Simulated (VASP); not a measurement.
# MgAu4 (Pm-3m) in VASP: notebook

The runs below take MgAu4 through single point, relaxation of cell and atoms, with PBE.

Everything below comes from runs of VASP 6.6.1. Logs are shortened: lines on timing, memory, paths and dates and some standing lists are left out, and cuts for length are marked.

## 1. The cell of the first run

The structure is cubic, space group Pm-3m (No. 221). The conventional cell has a = 4.869 Å, b = 4.869 Å, c = 4.869 Å, α = 90.00°, β = 90.00°, γ = 90.00°. Within 3.2 Å of Mg (site symmetry m-3m) lie 6 Au at 2.43 Å. Au (site symmetry 4/mmm) has 2 Mg at 2.43 Å within 3.2 Å. Within 4.5 Å of Au (site symmetry m-3m) lie 12 Au at 3.44 Å and 8 Mg at 4.22 Å.

## 2. Single point, PBE

Contents of INCAR:

```
SYSTEM = MgAu4
  ALGO = Normal
  EDIFF = 1E-6
  ENCUT = 520
  GGA = PE
  ISIF = 2
  ISMEAR = 0
  LASPH = .True.
  LCHARG = .False.
  LREAL = .False.
  LWAVE = .False.
  NBANDS = 31
  NELM = 100
  PREC = Accurate
  SIGMA = 0.1
```

Contents of KPOINTS:

```
k-points
0
Gamma
  8 8 8
  0 0 0
```

Contents of POSCAR:

```
MgAu4
1.0
    4.8694197813      0.0000000000      0.0000000000
    0.0000000000      4.8694197813      0.0000000000
    0.0000000000      0.0000000000      4.8694197813
Mg Au
1 4
Direct
    0.0000000000      0.0000000000      0.0000000000
    0.5000000000      0.0000000000      0.0000000000
    0.0000000000      0.5000000000      0.0000000000
    0.0000000000      0.0000000000      0.5000000000
    0.5000000000      0.5000000000      0.5000000000
```

Potentials or basis: VASP PAW PBE potentials, release 64 (Mg, Au).

Run with:

```console
> cat potpaw_PBE.64/Mg/POTCAR potpaw_PBE.64/Au/POTCAR > POTCAR
> mpirun -np 1 vasp_std > vasp.out
```

OUTCAR:

```text
SYSTEM = MgAu4
   EDIFF = 1E-6
   ENCUT = 520
   GGA = PE
   ISIF = 2
   ISMEAR = 0
   LASPH = .True.
   LREAL = .False.
   NELM = 100
   PREC = Accurate

 ion  position               nearest neighbor table
   1  0.000  0.000  0.000-   2 2.43   3 2.43   4 2.43   4 2.43   3 2.43   2 2.43
   2  0.500  0.000  0.000-   1 2.43   1 2.43   4 3.44   5 3.44   4 3.44   5 3.44   3 3.44   5 3.44
                             5 3.44   3 3.44   3 3.44   4 3.44   4 3.44   3 3.44
   3  0.000  0.500  0.000-   1 2.43   1 2.43   4 3.44   5 3.44   4 3.44   5 3.44   2 3.44   2 3.44
                             4 3.44   4 3.44   2 3.44   5 3.44   5 3.44   2 3.44
   4  0.000  0.000  0.500-   1 2.43   1 2.43   3 3.44   5 3.44   2 3.44   2 3.44   3 3.44   3 3.44
                             5 3.44   3 3.44   2 3.44   5 3.44   2 3.44   5 3.44
   5  0.500  0.500  0.500-   2 3.44   3 3.44   4 3.44   2 3.44   3 3.44   2 3.44   4 3.44   2 3.44
                             3 3.44   4 3.44   3 3.44   4 3.44

  LATTYP: Found a simple cubic cell.
 ALAT       =     4.8694197813

  Lattice vectors:

 A1 = (   4.8694197813,   0.0000000000,   0.0000000000)
 A2 = (   0.0000000000,   4.8694197813,   0.0000000000)
 A3 = (   0.0000000000,   0.0000000000,   4.8694197813)

Analysis of symmetry for initial positions (statically):
=====================================================================
 Subroutine PRICEL returns:
 Original cell was already a primitive cell.

 Routine SETGRP: Setting up the symmetry group for a
 simple cubic supercell.

 Subroutine GETGRP returns: Found 48 space group operations
 (whereof 48 operations were pure point group operations)
 out of a pool of 48 trial point group operations.

The static configuration has the point symmetry O_h .

Analysis of symmetry for dynamics (positions and initial velocities):
=====================================================================
 Subroutine PRICEL returns:
 Original cell was already a primitive cell.

 Routine SETGRP: Setting up the symmetry group for a
 simple cubic supercell.

 Subroutine GETGRP returns: Found 48 space group operations
 (whereof 48 operations were pure point group operations)
 out of a pool of 48 trial point group operations.

The dynamic configuration has the point symmetry O_h .

 Subroutine INISYM returns: Found 48 space group operations
 (whereof 48 operations are pure point group operations),
 and found     1 'primitive' translations

----------------------------------------------------------------------------------------

[... 95 lines left out ...]
   LASPH  =      T    aspherical Exc in radial PAW
   ENCUT  =  520.0 eV  38.22 Ry    6.18 a.u.   9.05  9.05  9.05*2*pi/ulx,y,z
   NELM   =    100;   NELMIN=  2; NELMDL= -5     # of ELM steps
   EDIFF  = 0.1E-05   stopping-criterion for ELM
   LREAL  =      F    real-space projection
   EDIFFG = 0.1E-04   stopping-criterion for IOM
   NSW    =      0    number of steps for IOM
   IBRION =     -1    ionic relax: 0-MD 1-quasi-New 2-CG
   NFREE  =      0    steps in history (QN), initial steepest desc. (CG)
   ISIF   =      2    stress and relaxation
   ISYM   =      2    0-nonsym 1-usesym 2-fastsym
   POTIM  = 0.5000    time-step for ionic-motion
   TEBEG  =    0.0;   TEEND  =   0.0 temperature during run
   PSTRESS=    0.0 pullay stress
   NELECT =      46.0000    total number of electrons
   NUPDOWN=      -1.0000    fix difference up-down
   EMIN   =  10.00;   EMAX   =-10.00  energy-range for DOS
   EFERMI =   0.00;   METHOD = LEGACY
   ISMEAR =     0;   SIGMA  =   0.10  broadening in eV -4-tet -1-fermi 0-gaus
   EFERMI_NEDOS =   21; number of points for ismear=-14 and -15
   IALGO  =     38    algorithm
   IMIX   =      4    mixing-type and parameters
     AMIX     =   0.40;   BMIX     =  1.00
     AMIX_MAG =   1.60;   BMIX_MAG =  1.00
  volume/ion in A,a.u.               =      23.09       155.83
  Fermi-wavevector in a.u.,A,eV,Ry     =   1.204620  2.276403 19.743555  1.451110
  Thomas-Fermi vector in A             =   2.340340
   LORBIT       =      0    0 simple, 1 ext, 2 COOP (PROOUT), +10 PAW based schemes
   GGA     = PE    functional components
   LHFCALC =     F    Hartree Fock is set to
   AEXX    =    0.0000 exact exchange contribution
   IVDW    =     0    specifies the selected vdW correction
   LEPSILON=     F    determine dielectric tensor
   LRPA    =     F    only Hartree local field effects (RPA)
 non-spin polarized calculation
 Gauss-broadening in eV      SIGMA  =   0.10
  energy-cutoff  :      520.00
  volume of cell :      115.46
 maximum number of plane-waves:      3136
   NGX = 19   NGY = 19   NGZ = 19

 number of electron      45.9999992 magnetization

 Free energy of the ion-electron system (eV)
  ---------------------------------------------------
  ext. energy  EPLUGINS =         0.00000000
  ---------------------------------------------------
  free energy    TOTEN  =       -11.33331988 eV

  energy without entropy =      -11.31883042  energy(sigma->0) =      -11.32607515

 E-fermi :   4.4040     XC(G=0): -10.3103

 val. band max:        4.3762169639   @ k =   0.5000   0.3750   0.2500
 cond. band min:       4.4246714587   @ k =   0.2500   0.1250   0.0000
 fundamental gap:      0.0484544948
 Fermi energy:         4.4040071270

 k-point     1 :       0.0000    0.0000    0.0000
  band No.  band energies     occupation
      1      -3.0620      2.00000
      2      -0.6511      2.00000
      3      -0.2488      2.00000
      4      -0.2488      2.00000
      5      -0.2488      2.00000
      6       0.2642      2.00000
[... 805 lines left out ...]
     30      11.4205      0.00000
     31      12.3932      0.00000

 [... further k-points ...]
[... 5 lines left out ...]
  --------------------------------------------------------------------------------------
  -------------------------------------------------------------------------------------
  Total       -0.0240690     -0.0240690     -0.0240690      0.0000000      0.0000000     -0.0000000
  in kB       -0.3339929     -0.3339929     -0.3339929      0.0000000      0.0000000     -0.0000000
  external PRESSURE =      -0.3339929 kB  Pullay stress =       0.0000000 kB

 VOLUME and BASIS-vectors are now :
 -----------------------------------------------------------------------------
  energy-cutoff  :      520.00
  volume of cell :      115.46
      direct lattice vectors                 reciprocal lattice vectors
     4.869419781  0.000000000  0.000000000     0.205363276  0.000000000  0.000000000
     0.000000000  4.869419781  0.000000000     0.000000000  0.205363276  0.000000000
     0.000000000  0.000000000  4.869419781     0.000000000  0.000000000  0.205363276

 POSITION                                       TOTAL-FORCE (eV/Angst)
 -----------------------------------------------------------------------------------
      0.00000      0.00000      0.00000         0.000000      0.000000      0.000000
      2.43471      0.00000      0.00000         0.000000      0.000000      0.000000
      0.00000      2.43471      0.00000         0.000000      0.000000      0.000000
      0.00000      0.00000      2.43471         0.000000      0.000000      0.000000
      2.43471      2.43471      2.43471         0.000000      0.000000      0.000000
 -----------------------------------------------------------------------------------
    total drift:                                0.000000      0.000000     -0.000000

  FREE ENERGIE OF THE ION-ELECTRON SYSTEM (eV)
  ---------------------------------------------------
  free  energy   TOTEN  =       -11.3333198823 eV

  energy  without entropy=      -11.3188304221  energy(sigma->0) =      -11.32607515
```

OSZICAR:

```text
N       E                     dE             d eps       ncg     rms          rms(c)
DAV:   1     0.263822854394E+03    0.26382E+03   -0.22318E+04  2186   0.136E+03
DAV:   2    -0.457634878919E+01   -0.26840E+03   -0.24855E+03  2422   0.276E+02
DAV:   3    -0.121838936832E+02   -0.76075E+01   -0.74724E+01  2534   0.442E+01
DAV:   4    -0.122493545588E+02   -0.65461E-01   -0.65440E-01  2345   0.441E+00
DAV:   5    -0.122501549784E+02   -0.80042E-03   -0.80039E-03  2583   0.530E-01    0.676E+00
DAV:   6    -0.113626091074E+02    0.88755E+00   -0.30505E+00  2268   0.114E+01    0.441E+00
DAV:   7    -0.113427243549E+02    0.19885E-01   -0.57024E-02  2345   0.127E+00    0.274E+00
DAV:   8    -0.113332763426E+02    0.94480E-02   -0.46803E-03  2408   0.478E-01    0.150E-01
DAV:   9    -0.113332705077E+02    0.58349E-05   -0.27337E-04  2401   0.103E-01    0.468E-02
DAV:  10    -0.113333144030E+02   -0.43895E-04   -0.65099E-05  2338   0.527E-02    0.112E-02
DAV:  11    -0.113333194125E+02   -0.50095E-05   -0.47940E-06  2331   0.139E-02    0.456E-03
DAV:  12    -0.113333198823E+02   -0.46977E-06   -0.79572E-07  1471   0.558E-03
   1 F= -.11333320E+02 E0= -.11326075E+02  d E =-.144895E-01
```

Wall time 42 s (1 thread of Intel Xeon Platinum 8488C (Sapphire Rapids), shared host); peak memory 0.26 GiB.

Results:

```
Free energy            : -11.3333 eV
Pressure               : 0.0 GPa
Band gap on the k mesh : zero (band 23 reaches 5.48 eV, above the bottom of band 24 at 3.45 eV)
```

Caveat: spin-orbit coupling is left out, which moves the levels of the heavy elements.

## 3. Relaxation of cell and atoms, PBE

Contents of INCAR:

```
  PREC = Accurate
  ENCUT = 600
  EDIFF = 1E-6
  ISMEAR = 0
  SIGMA = 0.1
  LREAL = F
  LASPH = T
  NELM = 100
  ALGO = Normal
  ISIF = 3
  LWAVE = F
  LCHARG = F
  GGA = PE
  IBRION = 2
  NSW = 100
  EDIFFG = -0.01
```

Contents of KPOINTS:

```
Automatic mesh
0
Gamma
  8 8 8
```

POSCAR, as its differences from that of step 2:

```diff
@@ -2,5 +2,5 @@
 1.0
-    4.8694197813      0.0000000000      0.0000000000
-    0.0000000000      4.8694197813      0.0000000000
-    0.0000000000      0.0000000000      4.8694197813
+    4.8719447113      0.0000000000      0.0000000000
+    0.0000000000      4.8719447113      0.0000000000
+    0.0000000000      0.0000000000      4.8719447113
 Mg Au
```

Potentials or basis: VASP PAW PBE potentials, release 64 (Mg, Au).

Run with:

```console
> cat potpaw_PBE.64/Mg/POTCAR potpaw_PBE.64/Au/POTCAR > POTCAR
> mpirun -np 1 vasp_std > vasp.out
```

Wall time 52 s (1 thread of Intel Xeon Platinum 8488C (Sapphire Rapids), shared host); peak memory 0.31 GiB.

It converged, with:

```yaml
Free_energy: -11.3333 eV
Pressure_after_relaxing: 0.0 GPa
Band_gap_on_the_k_mesh: zero (band 23 reaches 5.46 eV, above the bottom of band 24 at 3.43 eV)
```

Final structure:
```
Mg Au
1.0
     4.87194    0.00000    0.00000
     0.00000    4.87194    0.00000
     0.00000    0.00000    4.87194
Mg Au
1 4
Direct
  0.00000 0.00000 0.00000
  0.50000 0.00000 0.00000
  0.00000 0.50000 0.00000
  0.00000 0.00000 0.50000
  0.50000 0.50000 0.50000
```

Levels at points of the mesh, in eV from the Fermi level:
```
           k point  band 19  band 20  band 21  band 22  band 23  band 24  band 25  band 26  band 27
(0.00, 0.00, 0.00)    -1.88    -1.88    -1.88     0.52     0.52     0.52     1.26     1.26     2.00
(0.50, 0.00, 0.00)    -2.52    -2.32    -2.24    -1.88     0.89     1.56     2.69     2.69     4.39
(0.50, 0.50, 0.00)    -2.45    -2.40    -1.69    -1.69    -1.37    -0.95     3.38     4.31     5.08
(0.50, 0.50, 0.50)    -2.27    -2.02    -2.02    -0.06    -0.06    -0.06     0.32     0.32     0.32
```

Caveat: the relaxation stopped at its first step, so nothing moved; spin-orbit coupling is left out, which moves the levels of the heavy elements.

[end of part 1 of 2]
